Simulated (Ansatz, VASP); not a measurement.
## AgCl in VASP and in Ansatz

Contents of POSCAR:

```
AgCl
1.0
    0.0000000000      2.6409029448      2.6409029448
    2.6409029448      0.0000000000      2.6409029448
    2.6409029448      2.6409029448      0.0000000000
Ag Cl
1 1
Direct
    0.0000000000      0.0000000000      0.0000000000
    0.5000000000      0.5000000000      0.5000000000
```

Contents of INCAR.step1:

```
ALGO     = Normal         # electronic algorithm
EDIFF    = 1E-4           # SCF threshold, eV
ENCUT    = 520            # plane-wave cutoff, eV
GGA      = PE             # functional
ISMEAR   = 0              # smearing method
LASPH    = T              # aspherical terms in the spheres
LCHARG   = F              # write CHGCAR
LREAL    = F              # projectors in reciprocal space
LWAVE    = T              # write WAVECAR
NBANDS   = 16             # bands
NELM     = 80             # most SCF steps
PREC     = Accurate       # precision mode
SIGMA    = 0.01           # smearing width, eV
```

The input INCAR.step2:

```
ALGO     = Normal         # electronic algorithm
EDIFF    = 1E-7           # SCF threshold, eV
ENCUT    = 520            # plane-wave cutoff, eV
ISIF     = 2              # what is computed and relaxed
ISMEAR   = 0              # smearing method
ISTART   = 1            
LASPH    = T              # aspherical terms in the spheres
LCHARG   = F              # write CHGCAR
LMIXTAU  = T            
LREAL    = F              # projectors in reciprocal space
LWAVE    = F              # write WAVECAR
METAGGA  = R2SCAN         # meta-GGA
NBANDS   = 16             # bands
NELM     = 80             # most SCF steps
PREC     = Accurate       # precision mode
SIGMA    = 0.01           # smearing width, eV
```

KPOINTS

```
k-points
0
Gamma
  8 8 8
```

Input for Ansatz:

```yaml
crystal:
  lattice:
    - [0.0, 2.6409029448, 2.6409029448]
    - [2.6409029448, 0.0, 2.6409029448]
    - [2.6409029448, 2.6409029448, 0.0]
  atoms:
    - { symbol: Ag, position: [0.0, 0.0, 0.0] }
    - { symbol: Cl, position: [0.5, 0.5, 0.5] }
kpoints:
  mp_grid: { grid: [8, 8, 8] }
  band_path:
    path:
      - [0.0, 0.0, 0.0]
      - [0.5, 0.0, 0.5]
      - [0.625, 0.25, 0.625]
      - [0.375, 0.375, 0.75]
      - [0.5, 0.5, 0.5]
      - [0.5, 0.25, 0.75]
      - [0.0375, 0.0375, 0.075]
      - [0.0, 0.0, 0.5]
    npoints: 1
hamiltonian:
  xc: r2scan
scf:
  occupations: { method: fixed }
  n_extra_bands: 4
output:
  forces: true
  stress: true
  eigenvalues: true
```

Change from the starting cell: hydrostatic strain -4.8%.

Alike in both runs: task single point; functional r2SCAN; k mesh 8 × 8 × 8; no spin polarisation.

```csv
,VASP,Ansatz
version,VASP 6.6.1,Ansatz 0.2.0
potentials or method,"VASP PAW PBE potentials, release 64 (Ag, Cl)","plane waves, PAW"
plane-wave cutoff (eV),520,500
occupations,"gaussian, width 0.01 eV",fixed
valence electrons in the cell,18,26
```

|  | VASP | Ansatz | Ansatz less VASP |
| --- | --- | --- | --- |
| gap on the k mesh at the Fermi level (eV) | 1.47 | 1.53 | +0.055 |
| pressure (GPa) | 10.7 | 10.7 | +0.03 |

VASP's potentials were made for PBE, not for r2SCAN. VASP's potentials hold 18 valence electrons a cell and Ansatz's 26, so a difference there can come from the potentials and not from the codes.
